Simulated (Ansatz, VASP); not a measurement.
# One calculation of ZnSe, two programs

Contents of POSCAR:

```
ZnSe
1.0
    0.0000000000      2.8324206805      2.8324206805
    2.8324206805      0.0000000000      2.8324206805
    2.8324206805      2.8324206805      0.0000000000
Zn Se
1 1
Direct
    0.0000000000      0.0000000000      0.0000000000
    0.2500000000      0.2500000000      0.2500000000
```

INCAR.step1

```
SYSTEM = ZnSe
PREC     = Accurate       ! precision mode
ENCUT    = 520            ! plane-wave cutoff, eV
EDIFF    = 1E-5           ! SCF threshold, eV
ISMEAR   = 0              ! smearing method
SIGMA    = 0.01           ! smearing width, eV
LREAL    = .FALSE.        ! projectors in reciprocal space
LASPH    = .TRUE.         ! aspherical terms in the spheres
NELM     = 80             ! most SCF steps
ALGO     = Normal         ! electronic algorithm
ISIF     = 2              ! what is computed and relaxed
LWAVE    = .TRUE.         ! write WAVECAR
LCHARG   = .FALSE.        ! write CHGCAR
GGA      = PE             ! functional
NBANDS   = 16             ! bands
```

INCAR.step2

```
SYSTEM = ZnSe
PREC     = Accurate       ! precision mode
ENCUT    = 520            ! plane-wave cutoff, eV
EDIFF    = 1E-7           ! SCF threshold, eV
ISMEAR   = 0              ! smearing method
SIGMA    = 0.01           ! smearing width, eV
LREAL    = .FALSE.        ! projectors in reciprocal space
LASPH    = .TRUE.         ! aspherical terms in the spheres
NELM     = 80             ! most SCF steps
ALGO     = Normal         ! electronic algorithm
ISIF     = 2              ! what is computed and relaxed
LWAVE    = .FALSE.        ! write WAVECAR
LCHARG   = .FALSE.        ! write CHGCAR
GGA      = PE             ! functional
LHFCALC  = .TRUE.         ! exact exchange
HFSCREEN = 0.2079         ! screening, 1/A
PRECFOCK = Normal       
ISTART   = 1            
NBANDS   = 16             ! bands
```

Contents of KPOINTS:

```
Automatic mesh
0
G
  4 4 4
  0 0 0
```

Input for Ansatz:

```yaml
crystal:
  lattice:
    - [0.0, 2.8324206805, 2.8324206805]
    - [2.8324206805, 0.0, 2.8324206805]
    - [2.8324206805, 2.8324206805, 0.0]
  atoms:
    - { symbol: Zn, position: [0.0, 0.0, 0.0] }
    - { symbol: Se, position: [0.25, 0.25, 0.25] }
kpoints:
  mp_grid: { grid: [4, 4, 4] }
hamiltonian:
  xc: hse06
scf:
  occupations: { method: fixed }
  n_extra_bands: 4
output:
  forces: true
  stress: true
  eigenvalues: true
```

Alike in both runs: task single point; functional HSE06; k mesh 4 × 4 × 4; no spin polarisation.

```csv
,VASP,Ansatz
version,VASP 6.6.1,Ansatz 0.2.0
potentials or method,"VASP PAW PBE potentials, release 64 (Zn, Se)","plane waves, PAW"
plane-wave cutoff (eV),520,420
occupations,"gaussian, width 0.01 eV",fixed
valence electrons in the cell,18,28
```

Ansatz gave:

| Quantity | Value |
| --- | --- |
| gap on the k mesh at the Fermi level (eV) | 2.44 |
| pressure (GPa) | 1.6 |

Task: Estimate VASP's values.

Result: gap on the k mesh at the Fermi level (eV): 2.43; pressure (GPa): 1.6.

VASP's potentials hold 18 valence electrons a cell and Ansatz's 28, so a difference there can come from the potentials and not from the codes. Ansatz's warnings: stress exchange threshold loose, stress scf threshold loose.

The k mesh is coarse, so the values compare programs but aren't converged.
